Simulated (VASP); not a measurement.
A run of VASP 6.6.1:

Contents of INCAR:

```
SYSTEM = ZnPt
PREC = Accurate ; ENCUT = 520
EDIFF = 1E-6 ; ISMEAR = 0
SIGMA = 0.15 ; LREAL = .False.
LASPH = .True. ; NELM = 80
ALGO = Fast ; ISIF = 2
LWAVE = .False. ; LCHARG = .True.
GGA = PS ; LELF = .True.
LVHAR = .True. ; NBANDS = 18
```

The input KPOINTS:

```
Automatic mesh
0
Gamma
  16 16 14
  0 0 0
```

Contents of POSCAR:

```
ZnPt
1.0
    2.7924000000      0.0000000000      0.0000000000
    0.0000000000      2.8640000000      0.0000000000
    0.0000000000      0.0000000000      3.5100000000
Zn Pt
1 1
Direct
    0.5000000000      0.5000000000      0.5000000000
    0.0000000000      0.0000000000      0.0000000000
```

Potentials or basis: VASP PAW PBE potentials, release 64 (Zn, Pt).

Command:

```bash
$ cat potpaw_PBE.64/Zn/POTCAR potpaw_PBE.64/Pt/POTCAR > POTCAR
$ mpirun -np 1 vasp_std > vasp.out
```

Hardware: 1 thread of Oxide Virtual Turin-like Processor, on a shared host.

Problem. Estimate the wall time of this run.

Solution. It took 5.7 min on 1 thread of Oxide Virtual Turin-like Processor, with other jobs on the host, peak memory 0.4 GiB. Counts: scf iterations 13, k points 648.
